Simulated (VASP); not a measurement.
Wanted: the native input for a VASP 6.6.1 run.

* Task: electric field gradients
* Functional: PBEsol
* Potentials or basis: VASP PAW PBE potentials, release 64 (Ag, Cl)
* Cutoff: 520 eV
* k mesh: 9 × 9 × 8
* Occupations: fermi-dirac, width 0.03 eV
* Spin: no spin polarisation
* Dipole correction: no
* Further INCAR settings: ALGO = Normal; EDIFF = 1e-08; NBANDS = 26

The structure of AgCl lies in POSCAR:

```
AgCl
1.0
    1.8334915089     -5.4454633311      0.0000000000
    1.8334915089      5.4454633311      0.0000000000
    0.0000000000      0.0000000000      3.9240373500
Ag Cl
2 2
Direct
    0.3965554000      0.6034446000      0.7500000000
    0.6034446000      0.3965554000      0.2500000000
    0.8654487300      0.1345512700      0.2500000000
    0.1345512700      0.8654487300      0.7500000000
```

This cell differs from its parent crystal: equal xx and yy strain of -2 %.

These files were run (other wordings do the same):

INCAR

```
PREC     = Accurate       # precision mode
ENCUT    = 520            # plane-wave cutoff, eV
EDIFF    = 1E-8           # SCF threshold, eV
ISMEAR   = -1             # smearing method
SIGMA    = 0.03           # smearing width, eV
LREAL    = False          # projectors in reciprocal space
LASPH    = True           # aspherical terms in the spheres
NELM     = 100            # most SCF steps
ALGO     = Normal         # electronic algorithm
ISIF     = 2              # what is computed and relaxed
LWAVE    = False          # write WAVECAR
LCHARG   = False          # write CHGCAR
GGA      = PS             # functional
LEFG     = True         
NBANDS   = 26             # bands
```

KPOINTS

```
Automatic mesh
0
Gamma
  9 9 8
```

Potentials or basis: VASP PAW PBE potentials, release 64 (Ag, Cl).

The run is started by

```bash
$ cat potpaw_PBE.64/Ag/POTCAR potpaw_PBE.64/Cl/POTCAR > POTCAR
$ mpirun -np 1 vasp_std > vasp.out
```

It gave:

```json
{"Pressure": "-1.0 GPa", "Largest force": "0.046 eV/Å", "Band gap on the k mesh": "0.34 eV (least direct gap 1.85 eV)", "Largest electric field gradient by atom": "Ag +48.9; Cl -50.8 V/Å²"}
```

Caveat: the cell differs from its parent crystal (equal xx and yy strain of -2 %); without QUAD_EFG the Cq values of the log hold for a quadrupole moment of 1 mb, not for the nuclei; the PAW data sets were made with another functional, which shifts forces and pressure a little; an odd mesh through Γ misses points on the zone boundary, where band edges can lie.

Run time: 4.1 min on 1 thread of Intel(R) Xeon(R) Platinum 8259CL CPU @ 2.50GHz (Skylake/Cascade Lake), with other jobs on the host, peak memory 0.38 GiB.
